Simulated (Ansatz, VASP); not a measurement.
**Two plane-wave programs on Ni**

The input POSCAR:

```
Ni
1.0
   -1.4944127076      1.4944127076      1.4944127076
    1.4944127076     -1.4944127076      1.4944127076
    1.4944127076      1.4944127076     -1.4944127076
Ni
1
Direct
    0.0000000000      0.0000000000      0.0000000000
```

File INCAR.step1:

```
SYSTEM = Ni
PREC = Accurate ; ENCUT = 520
ISMEAR = 0 ; SIGMA = 0.15
LREAL = .FALSE. ; LASPH = .TRUE.
NELM = 150 ; ISPIN = 2
MAGMOM = 0.78 ; LMAXMIX = 4
NBANDS = 15 ; GGA = PE
ALGO = Normal ; EDIFF = 1E-4
LWAVE = .TRUE. ; LCHARG = .FALSE.
```

File INCAR.step2:

```
SYSTEM = Ni
PREC = Accurate ; ENCUT = 520
EDIFF = 1E-7 ; ISMEAR = 0
SIGMA = 0.15 ; LREAL = .FALSE.
LASPH = .TRUE. ; NELM = 150
ALGO = Normal ; ISIF = 2
LWAVE = .FALSE. ; LCHARG = .TRUE.
ISPIN = 2 ; MAGMOM = 0.78
LORBIT = 11 ; LMAXMIX = 4
METAGGA = R2SCAN ; LMIXTAU = .TRUE.
LELF = .TRUE. ; LVHAR = .TRUE.
NBANDS = 15 ; ISTART = 1
```

File KPOINTS:

```
regular mesh
0
G
  24 24 24
  0 0 0
```

Input for Ansatz:

```yaml
crystal:
  lattice:
    - [-1.4944127076, 1.4944127076, 1.4944127076]
    - [1.4944127076, -1.4944127076, 1.4944127076]
    - [1.4944127076, 1.4944127076, -1.4944127076]
  atoms:
    - { symbol: Ni, position: [0.0, 0.0, 0.0], spin: 0.78 }
basis:
  ecutwfc: 500
kpoints:
  mp_grid: { grid: [24, 24, 24] }
hamiltonian:
  xc: r2scan
scf:
  occupations: { method: gaussian, width: 0.15 }
output:
  forces: true
  stress: true
  eigenvalues: true
  populations: true
  write_density: true
  write_potential: true
  elf: true
  volumetric_format: npy
magnetization:
  spin_polarized: true
```

Change from the starting cell: strain +0.080 along x and y, +0.080 along z, atoms carried along.

Alike in both runs: task single point; functional r2SCAN; k mesh 24 × 24 × 24; occupations gaussian, width 0.15 eV; collinear spin.

|  | VASP | Ansatz |
| --- | --- | --- |
| version | VASP 6.6.1 | Ansatz 0.2.0 |
| potentials or method | VASP PAW PBE potentials, release 64 (Ni), cutoff 520 eV | scalar-relativistic, plane waves, PAW |
| valence electrons in the cell | 10 | 18 |

```csv
,VASP,Ansatz,Ansatz less VASP
gap on the k mesh at the Fermi level (eV),none,none,-
pressure (GPa),-27.7,-28.1,-0.40
net moment per atom (μB),0.70,0.72,+0.017
size of the moment on the site where the two differ most (μB),0.75,0.79,+0.047
```

VASP's potentials were made for PBE, not for r2SCAN. Site moments also hang on the region over which each program counts them. A gap of «none» marks a metal or a gap that the smearing closes. VASP's potentials hold 10 valence electrons a cell and Ansatz's 18, so a difference there can come from the potentials and not from the codes. Ansatz's warnings: stability check not made.
